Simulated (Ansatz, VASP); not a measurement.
## Cr in VASP and in Ansatz

```
CELL_PARAMETERS angstrom
2.31915 0.00000 0.00000
0.00000 2.31915 0.00000
0.00000 0.00000 2.31915
ATOMIC_POSITIONS crystal
Cr 0.00000 0.00000 0.00000
```

Alike in both runs: functional r2SCAN; k mesh 24 × 24 × 24; occupations gaussian, width 0.1 eV; no spin polarisation.

Ansatz relaxed the structure, and its values are those at the end. VASP's run is a single point on that final structure, the one shown.

```csv
,VASP,Ansatz
version,VASP 6.6.1,Ansatz 0.2.0
potentials or method,"VASP PAW PBE potentials, release 64 (Cr_pv), cutoff 520 eV","scalar-relativistic, plane waves, PAW"
valence electrons in the cell,12,14
```

VASP gave:

| Quantity | Value |
| --- | --- |
| gap on the k mesh at the Fermi level (eV) | none |
| pressure (GPa) | 1.0 |

Question: Estimate Ansatz's values.

Answer: gap on the k mesh at the Fermi level (eV): none; pressure (GPa): 0.0.

VASP's potentials were made for PBE, not for r2SCAN. A gap of «none» marks a metal or a gap that the smearing closes. VASP's potentials hold 12 valence electrons a cell and Ansatz's 14, so a difference there can come from the potentials and not from the codes.
